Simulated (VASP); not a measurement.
Here is a VASP 6.6.1 calculation.

Contents of INCAR:

```
SYSTEM = Ca3Nb
PREC = Accurate
ENCUT = 600
EDIFF = 1E-6
ISMEAR = 0
SIGMA = 0.1
LREAL = .False.
LASPH = .True.
NELM = 80
ALGO = Fast
ISIF = 3
LWAVE = .False.
LCHARG = .False.
GGA = PE
IBRION = 2
NSW = 90
EDIFFG = -0.04
```

KPOINTS

```
Automatic mesh
0
Gamma
  3 3 4
  0 0 0
```

The input POSCAR:

```
Ca3Nb
1.0
    6.6443104933      0.0000000000      0.0000000000
   -3.3221552467      5.7541416779      0.0000000000
    0.0000000000      0.0000000000      5.3330843370
Ca Nb
6 2
Direct
    0.8330000000      0.6660000000      0.2500000000
    0.1670000000      0.8330000000      0.7500000000
    0.3340000000      0.1670000000      0.2500000000
    0.1670000000      0.3340000000      0.7500000000
    0.8330000000      0.1670000000      0.2500000000
    0.6660000000      0.8330000000      0.7500000000
    0.3333333333      0.6666666667      0.2500000000
    0.6666666667      0.3333333333      0.7500000000
```

Potentials or basis: VASP PAW PBE potentials, release 64 (Ca_sv, Nb_sv).

Command:

```sh
$ cat potpaw_PBE.64/Ca_sv/POTCAR potpaw_PBE.64/Nb_sv/POTCAR > POTCAR
$ mpirun -np 1 vasp_std > vasp.out
```

Question: Estimate the relaxed volume.

Answer: 31.56 Å³/atom.

Question: Predict the band gap on the k mesh.

Answer: Zero (bands 43 and 44 overlap by 0.30 eV).

Forces in eV/Å, atoms in the order of the input:
```
Ca   0.000  0.005  0.000
Ca  -0.004  0.002  0.000
Ca  -0.004 -0.002  0.000
Ca   0.000 -0.005  0.000
Ca   0.004 -0.002  0.000
Ca   0.004  0.002  0.000
Nb   0.000  0.000  0.000
Nb   0.000  0.000  0.000
```

Caveat: the k points lie up to 0.34 Å⁻¹ apart in the final cell; the volume moved by over 15 % at a fixed basis, so the end points are rough.
